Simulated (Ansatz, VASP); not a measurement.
## BAs: VASP beside Ansatz

Contents of POSCAR:

```
BAs
1.0
    3.3660385536      0.0000000000      0.0000000000
   -1.6830192768      2.9150748975      0.0000000000
    0.0000000000      0.0000000000      7.9946505516
B As
2 2
Direct
    0.0000000000      0.0000000000      0.0000000000
    0.3333333333      0.6666666667      0.5000000000
    0.3333333333      0.6666666667      0.0000000000
    0.6666666667      0.3333333333      0.5000000000
```

Contents of INCAR.step1:

```
  PREC = Accurate
  ENCUT = 600
  ISMEAR = 0
  SIGMA = 0.02
  LREAL = False
  LASPH = True
  NELM = 100
  GGA = PE
  ALGO = Normal
  EDIFF = 1E-4
  LWAVE = True
  LCHARG = False
```

File INCAR.step2:

```
  PREC = Accurate
  ENCUT = 600
  EDIFF = 1E-7
  ISMEAR = 0
  SIGMA = 0.02
  LREAL = False
  LASPH = True
  NELM = 100
  ALGO = Normal
  ISIF = 3
  LWAVE = False
  LCHARG = False
  METAGGA = R2SCAN
  LMIXTAU = True
  IBRION = 2
  NSW = 80
  EDIFFG = -0.01
  ISTART = 1
```

Contents of KPOINTS:

```
Automatic mesh
0
Gamma
  9 9 4
```

Input for Ansatz:

```yaml
crystal:
  lattice:
    - [3.3660385536, 0.0, 0.0]
    - [-1.6830192768, 2.9150748975, 0.0]
    - [0.0, 0.0, 7.9946505516]
  atoms:
    - { symbol: B, position: [0.0, 0.0, 0.0] }
    - { symbol: B, position: [0.3333333333, 0.6666666667, 0.5] }
    - { symbol: As, position: [0.3333333333, 0.6666666667, 0.0] }
    - { symbol: As, position: [0.6666666667, 0.3333333333, 0.5] }
basis:
  ecutwfc: 500
kpoints:
  mp_grid: { grid: [9, 9, 4] }
hamiltonian:
  xc: r2scan
scf:
  occupations: { method: gaussian, width: 0.02 }
output:
  forces: true
  stress: true
  eigenvalues: true
relax:
  adjacent_minimum: "off"
  f_tol: 0.01
  max_steps: 60
  cell: { stress_tol: 0.1 }
```

Alike in both runs: task relaxation of cell and atoms; functional r2SCAN; k mesh 9 × 9 × 4; occupations gaussian, width 0.02 eV; no spin polarisation.

```csv
,VASP,Ansatz
version,VASP 6.6.1,Ansatz 0.2.0
potentials or method,"VASP PAW PBE potentials, release 64 (B, As), cutoff 600 eV","scalar-relativistic, plane waves, PAW"
valence electrons in the cell,16,36
```

```csv
,VASP,Ansatz,Ansatz less VASP
"gap on the k mesh at the Fermi level, each at its own relaxed structure (eV)",0.83,0.82,-0.002
relaxed volume (Å³/atom),19.64,19.61,-0.033
relaxed cell length with the largest relative difference (Å),3.369,3.366,-0.0029
```

VASP's potentials were made for PBE, not for r2SCAN. VASP's potentials hold 16 valence electrons a cell and Ansatz's 36, so a difference there can come from the potentials and not from the codes.
